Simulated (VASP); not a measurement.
# HfB (Fm-3m) in VASP: a series of runs, part 3 of 3

VASP 6.6.1. Earlier steps stand in the parts before.

## Step 5: Single point, PBEsol (equal strain along all axes, cell held: -1.5 %)

Input file INCAR:

```
  PREC = Accurate
  ENCUT = 520
  EDIFF = 1E-6
  ISMEAR = 0
  SIGMA = 0.1
  LREAL = F
  LASPH = T
  NELM = 80
  ALGO = Normal
  ISIF = 2
  LWAVE = F
  LCHARG = F
  GGA = PS
  NBANDS = 21
```

Input file KPOINTS:

```
Automatic mesh
0
Gamma
  16 16 12
```

Input file POSCAR:

```
HfB
1.0
    2.3580384545      2.3580384545      0.0000000000
   -2.3580384545      2.3580384545      0.0000000000
    0.0000000000      0.0000000000      4.7160769089
Hf B
2 2
Direct
    0.5000000000      0.5000000000      0.0000000000
    0.0000000000      0.0000000000      0.5000000000
    0.0000000000      0.0000000000      0.0000000000
    0.5000000000      0.5000000000      0.5000000000
```

Potentials or basis: VASP PAW PBE potentials, release 64 (Hf_pv, B).

The run is started by

```console
> cat potpaw_PBE.64/Hf_pv/POTCAR potpaw_PBE.64/B/POTCAR > POTCAR
> mpirun -np 1 vasp_std > vasp.out
```

OUTCAR:

```text
PREC = Accurate
   ENCUT = 520
   EDIFF = 1E-6
   ISMEAR = 0
   LREAL = F
   LASPH = T
   NELM = 80
   ISIF = 2
   GGA = PS

 ion  position               nearest neighbor table
   1  0.500  0.500  0.000-   4 2.36   4 2.36   3 2.36   3 2.36   3 2.36   3 2.36   2 3.33   2 3.33
                             2 3.33   2 3.33   2 3.33   2 3.33   2 3.33   2 3.33
   2  0.000  0.000  0.500-   3 2.36   3 2.36   4 2.36   4 2.36   4 2.36   4 2.36   1 3.33   1 3.33
                             1 3.33   1 3.33   1 3.33   1 3.33   1 3.33   1 3.33
   3  0.000  0.000  0.000-   2 2.36   2 2.36   1 2.36   1 2.36   1 2.36   1 2.36
   4  0.500  0.500  0.500-   1 2.36   1 2.36   2 2.36   2 2.36   2 2.36   2 2.36

  LATTYP: Found a simple tetragonal cell.
 ALAT       =     3.3347699630
 C/A-ratio  =     1.4142135623

  Lattice vectors:

 A1 = (   2.3580384545,   2.3580384545,   0.0000000000)
 A2 = (  -2.3580384545,   2.3580384545,   0.0000000000)
 A3 = (   0.0000000000,   0.0000000000,   4.7160769089)

Analysis of symmetry for initial positions (statically):
=====================================================================
 Subroutine PRICEL returns following result:

  LATTYP: Found a face centered cubic cell.
 ALAT       =     4.7160769089

  Lattice vectors:

 A1 = (   0.0000000000,  -2.3580384545,  -2.3580384544)
 A2 = (   2.3580384545,   0.0000000000,  -2.3580384544)
 A3 = (   2.3580384545,  -2.3580384545,   0.0000000000)

   2 primitive cells build up your supercell.

 Routine SETGRP: Setting up the symmetry group for a
 simple tetragonal supercell.

 Subroutine GETGRP returns: Found 16 space group operations
 (whereof 16 operations were pure point group operations)
 out of a pool of 16 trial point group operations.

The static configuration has the point symmetry D_4h.

Analysis of symmetry for dynamics (positions and initial velocities):
=====================================================================
 Subroutine PRICEL returns following result:

  LATTYP: Found a face centered cubic cell.
 ALAT       =     4.7160769089

[... 130 lines left out ...]
   ISMEAR =     0;   SIGMA  =   0.10  broadening in eV -4-tet -1-fermi 0-gaus
   EFERMI_NEDOS =   21; number of points for ismear=-14 and -15
   IALGO  =     38    algorithm
   IMIX   =      4    mixing-type and parameters
     AMIX     =   0.40;   BMIX     =  1.00
     AMIX_MAG =   1.60;   BMIX_MAG =  1.00
  volume/ion in A,a.u.               =      13.11        88.48
  Fermi-wavevector in a.u.,A,eV,Ry     =   1.295672  2.448465 22.840996  1.678766
  Thomas-Fermi vector in A             =   2.427177
   LORBIT       =      0    0 simple, 1 ext, 2 COOP (PROOUT), +10 PAW based schemes
   GGA     = PS    functional components
   LHFCALC =     F    Hartree Fock is set to
   AEXX    =    0.0000 exact exchange contribution
   IVDW    =     0    specifies the selected vdW correction
   LEPSILON=     F    determine dielectric tensor
   LRPA    =     F    only Hartree local field effects (RPA)
 non-spin polarized calculation
 Gauss-broadening in eV      SIGMA  =   0.10
  energy-cutoff  :      520.00
  volume of cell :       52.45
 maximum number of plane-waves:      1436
 NGX is ok and might be reduce to    28

 number of electron      25.9999995 magnetization

 Free energy of the ion-electron system (eV)
  ---------------------------------------------------
  ext. energy  EPLUGINS =         0.00000000
  ---------------------------------------------------
  free energy    TOTEN  =       -36.75029868 eV

  energy without entropy =      -36.74177815  energy(sigma->0) =      -36.74603842

 E-fermi :   4.6155     XC(G=0): -12.1123

 val. band max:        4.6149095635   @ k =   0.2500   0.0000   0.2500
 cond. band min:       4.6216167510   @ k =   0.3750   0.1250   0.1667
 fundamental gap:      0.0067071876
 Fermi energy:         4.6155058037

 k-point     1 :       0.0000    0.0000    0.0000
  band No.  band energies     occupation
      1     -24.5053      2.00000
      2     -24.1781      2.00000
      3     -24.1781      2.00000
      4     -23.9693      2.00000
      5     -23.9681      2.00000
      6     -23.9681      2.00000
[... 565 lines left out ...]
     20      11.8192      0.00000
     21      12.3274      0.00000

 [... further k-points ...]
[... 5 lines left out ...]
  --------------------------------------------------------------------------------------
  -------------------------------------------------------------------------------------
  Total        3.1089487      3.1089487      3.0754752      0.0000000     -0.0000000     -0.0000000
  in kB       94.9754789     94.9754789     93.9528953      0.0000000     -0.0000000     -0.0000000
  external PRESSURE =      94.6346177 kB  Pullay stress =       0.0000000 kB

 VOLUME and BASIS-vectors are now :
 -----------------------------------------------------------------------------
  energy-cutoff  :      520.00
  volume of cell :       52.45
      direct lattice vectors                 reciprocal lattice vectors
     2.358038454  2.358038454  0.000000000     0.212040647  0.212040647  0.000000000
    -2.358038454  2.358038454  0.000000000    -0.212040647  0.212040647  0.000000000
     0.000000000  0.000000000  4.716076909     0.000000000  0.000000000  0.212040647

 POSITION                                       TOTAL-FORCE (eV/Angst)
 -----------------------------------------------------------------------------------
      0.00000      2.35804      0.00000        -0.000000      0.000000      0.000000
      0.00000      0.00000      2.35804         0.000000     -0.000000      0.000000
      0.00000      0.00000      0.00000         0.000000      0.000000      0.000000
      0.00000      2.35804      2.35804         0.000000      0.000000     -0.000000
 -----------------------------------------------------------------------------------
    total drift:                               -0.000000      0.000000     -0.000000

  FREE ENERGIE OF THE ION-ELECTRON SYSTEM (eV)
  ---------------------------------------------------
  free  energy   TOTEN  =       -36.7502986822 eV

  energy  without entropy=      -36.7417781493  energy(sigma->0) =      -36.74603842
```

OSZICAR:

```text
N       E                     dE             d eps       ncg     rms          rms(c)
DAV:   1     0.716137798917E+02    0.71614E+02   -0.14338E+04 13230   0.120E+03
DAV:   2    -0.362791606143E+02   -0.10789E+03   -0.10398E+03 16562   0.276E+02
DAV:   3    -0.398281293493E+02   -0.35490E+01   -0.35032E+01 16965   0.350E+01
DAV:   4    -0.398550880993E+02   -0.26959E-01   -0.26919E-01 16256   0.352E+00
DAV:   5    -0.398553078005E+02   -0.21970E-03   -0.21968E-03 16627   0.296E-01    0.861E+01
DAV:   6    -0.368985680791E+02    0.29567E+01   -0.92375E+00 14279   0.125E+01    0.539E+01
DAV:   7    -0.368384209950E+02    0.60147E-01   -0.22115E+00 15749   0.722E+00    0.854E+00
DAV:   8    -0.367500897254E+02    0.88331E-01   -0.44894E-01 14666   0.300E+00    0.120E+00
DAV:   9    -0.367503365591E+02   -0.24683E-03   -0.12184E-02 16244   0.701E-01    0.226E-01
DAV:  10    -0.367503008708E+02    0.35688E-04   -0.26490E-04 16040   0.800E-02    0.104E-01
DAV:  11    -0.367502998717E+02    0.99909E-06   -0.15033E-05 16715   0.180E-02    0.369E-02
DAV:  12    -0.367502988410E+02    0.10307E-05   -0.11451E-06 10529   0.701E-03    0.915E-03
DAV:  13    -0.367502986822E+02    0.15883E-06   -0.45164E-07  9565   0.450E-03
   1 F= -.36750299E+02 E0= -.36746038E+02  d E =-.852053E-02
```

Wall time 5.3 min (1 thread of Intel Xeon 6975P-C, shared host); peak memory 0.42 GiB.

Results:

| Property | Result |
| --- | --- |
| Free energy | -36.7503 eV |
| Pressure | 9.5 GPa |
| Band gap on the k mesh | zero (band 13 reaches 6.80 eV, above the bottom of band 14 at 3.33 eV) |

Levels at points of the mesh, in eV from the Fermi level:
```
           k point  band 10  band 11  band 12  band 13  band 14  band 15  band 16  band 17  band 18  band 19
(0.00, 0.00, 0.00)    -1.00     2.08     2.08     2.08     2.18     2.18     3.81     3.81     3.81     3.96
(0.50, 0.00, 0.00)    -2.89    -1.13    -1.13    -0.81    -0.81     4.38     4.38     6.37     6.37     6.81
(0.50, 0.50, 0.00)    -1.08    -1.00    -1.00     2.18     2.18     2.18     2.18     5.83     5.83     7.34
(0.00, 0.00, 0.50)    -1.71     0.23     0.23     1.46     1.46     1.46     1.46     4.79     4.79     6.87
(0.50, 0.00, 0.50)    -4.22    -1.27    -1.27    -1.27    -1.27     6.09     6.09     6.09     6.09     7.03
(0.50, 0.50, 0.50)    -1.35    -1.35    -1.35    -1.29    -1.29     5.20     5.20     5.20     5.20     7.35
```

Caveat: the cell differs from its parent crystal (equal strain along all axes, cell held: -1.5 %); the PAW data sets were made with another functional, which shifts forces and pressure a little; spin-orbit coupling is left out, which moves the levels of the heavy elements.

## Step 6: Single point, PBEsol

This run uses another cell than the first one: it holds 4 atoms, not 2.

Input file INCAR:

```
SYSTEM = HfB
PREC = Accurate ; ENCUT = 520
EDIFF = 1E-6 ; ISMEAR = 0
SIGMA = 0.1 ; LREAL = .FALSE.
LASPH = .TRUE. ; NELM = 80
ALGO = Normal ; ISIF = 2
LWAVE = .FALSE. ; LCHARG = .FALSE.
GGA = PS ; NBANDS = 21
```

Input file KPOINTS:

```
regular mesh
0
G
  16 16 12
  0 0 0
```

Input file POSCAR:

```
HfB
1.0
    2.3939476695      2.3939476695      0.0000000000
   -2.3939476695      2.3939476695      0.0000000000
    0.0000000000      0.0000000000      4.7878953390
Hf B
2 2
Direct
    0.5000000000      0.5000000000      0.0000000000
    0.0000000000      0.0000000000      0.5000000000
    0.0000000000      0.0000000000      0.0000000000
    0.5000000000      0.5000000000      0.5000000000
```

Potentials or basis: VASP PAW PBE potentials, release 64 (Hf_pv, B).

The run is started by

```console
> cat potpaw_PBE.64/Hf_pv/POTCAR potpaw_PBE.64/B/POTCAR > POTCAR
> mpirun -np 1 vasp_std > vasp.out
```

It took 5.1 min on 1 thread of Intel Xeon 6975P-C, shared host; peak memory 0.43 GiB.

Results (log left out):

| Quantity | Value |
| --- | --- |
| Free energy | -36.8229 eV |
| Pressure | 0.3 GPa |
| Band gap on the k mesh | zero (band 13 reaches 6.38 eV, above the bottom of band 14 at 3.07 eV) |

Levels at points of the mesh, in eV from the Fermi level:
```tsv
k point	band 11	band 12	band 13	band 14	band 15	band 16
(0.00, 0.00, 0.00)	2.03	2.03	2.03	2.04	2.04	3.68
(0.50, 0.00, 0.00)	-1.11	-1.11	-0.76	-0.76	4.21	4.21
(0.50, 0.50, 0.00)	-0.89	-0.89	2.04	2.04	2.04	2.04
(0.00, 0.00, 0.50)	0.28	0.28	1.39	1.39	1.39	1.39
(0.50, 0.00, 0.50)	-1.20	-1.20	-1.20	-1.20	5.79	5.79
(0.50, 0.50, 0.50)	-1.37	-1.37	-1.27	-1.27	4.98	4.98
```

Caveat: the PAW data sets were made with another functional, which shifts forces and pressure a little; spin-orbit coupling is left out, which moves the levels of the heavy elements.

## Step 7: The runs side by side

```csv
task,cell,k mesh,cutoff (eV),gap on the mesh (eV),pressure (GPa)
relaxation of cell and atoms,"relaxed from a = 3.385 Å, angles 60.0°, 2 atoms",16 × 16 × 16,600,none,0.0
single point,"a = 3.233, b = 3.233, c = 4.572 Å, 4 atoms",16 × 16 × 12,520,none,33.5
single point,"a = 3.284, b = 3.284, c = 4.644 Å, 4 atoms",16 × 16 × 12,520,none,20.4
single point,"a = 3.335, b = 3.335, c = 4.716 Å, 4 atoms",16 × 16 × 12,520,none,9.5
single point,"a = 3.386, b = 3.386, c = 4.788 Å, 4 atoms",16 × 16 × 12,520,none,0.3
```

Alike in all rows: level PBEsol; potentials or basis VASP PAW PBE potentials, release 64 (Hf_pv, B); no spin polarisation; smearing gaussian 0.1 eV.

Caveats: the PAW data sets were made with another functional, which shifts forces and pressure a little; spin-orbit coupling is left out, which moves the levels of the heavy elements.

Total energies depend on the potentials used, so only differences within one code and one set of settings carry meaning.
